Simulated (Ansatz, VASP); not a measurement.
## MgO in VASP and in Ansatz

File INCAR:

```
PREC = Accurate
ENCUT = 520
EDIFF = 1E-7
ISMEAR = 0
SIGMA = 0.05
LREAL = F
LASPH = T
NELM = 60
ALGO = Normal
ISIF = 2
LWAVE = F
LCHARG = T
GGA = PS
LELF = T
LVHAR = T
NBANDS = 16
```

KPOINTS

```
Automatic mesh
0
Gamma
  9 9 6
```

POSCAR

```
MgO
1.0
    3.3034678116      0.0000000000      0.0000000000
   -1.6517339058      2.8608870454      0.0000000000
    0.0000000000      0.0000000000      4.7182000000
Mg O
2 2
Direct
    0.3333333333      0.6666666667      0.0036583380
    0.6666666667      0.3333333333      0.5036583380
    0.3333333333      0.6666666667      0.4009416620
    0.6666666667      0.3333333333      0.9009416620
```

Input for Ansatz:

```yaml
crystal:
  lattice:
    - [3.3034678116, 0.0, 0.0]
    - [-1.6517339058, 2.8608870454, 0.0]
    - [0.0, 0.0, 4.7182]
  atoms:
    - { symbol: Mg, position: [0.3333333333, 0.6666666667, 0.003658338] }
    - { symbol: Mg, position: [0.6666666667, 0.3333333333, 0.503658338] }
    - { symbol: O, position: [0.3333333333, 0.6666666667, 0.400941662] }
    - { symbol: O, position: [0.6666666667, 0.3333333333, 0.900941662] }
basis:
  ecutwfc: 520.0
kpoints:
  mp_grid: { grid: [9, 9, 6] }
hamiltonian:
  xc: pbesol
  pseudopotentials: { kind: paw, azcp: { folder: soft_1 } }
scf:
  occupations: { method: gaussian, width: 0.05 }
output:
  forces: true
  stress: true
  eigenvalues: true
  write_density: true
  write_potential: true
  elf: true
  volumetric_format: npy
```

Alike in both runs: task single point; functional PBEsol; k mesh 9 × 9 × 6; occupations gaussian, width 0.05 eV; no spin polarisation.

```csv
,VASP,Ansatz
version,VASP 6.6.1,Ansatz 0.2.0
potentials or method,"VASP PAW PBE potentials, release 64 (Mg, O), cutoff 520 eV","scalar-relativistic, plane waves, PAW"
valence electrons in the cell,16,32
```

VASP gave:

```
gap on the k mesh at the Fermi level (eV)                     : 3.59
least direct gap on the mesh (eV)                             : 3.59
pressure (GPa)                                                : 8.2
traceless stress, the component that is largest in VASP (GPa) : 9.79
rms of the force components (eV/Å)                            : 0.591
```

Q: Estimate Ansatz's values.

A: gap on the k mesh at the Fermi level (eV): 3.60; least direct gap on the mesh (eV): 3.60; pressure (GPa): 8.4; traceless stress, the component that is largest in VASP (GPa): 9.57; rms of the force components (eV/Å): 0.579.

VASP's potentials were made for PBE, not for PBEsol, and Ansatz warns of the same on its side. Atom by atom the forces differ by 0.012 eV/Å (rms over components). VASP's potentials hold 16 valence electrons a cell and Ansatz's 32, so a difference there can come from the potentials and not from the codes.
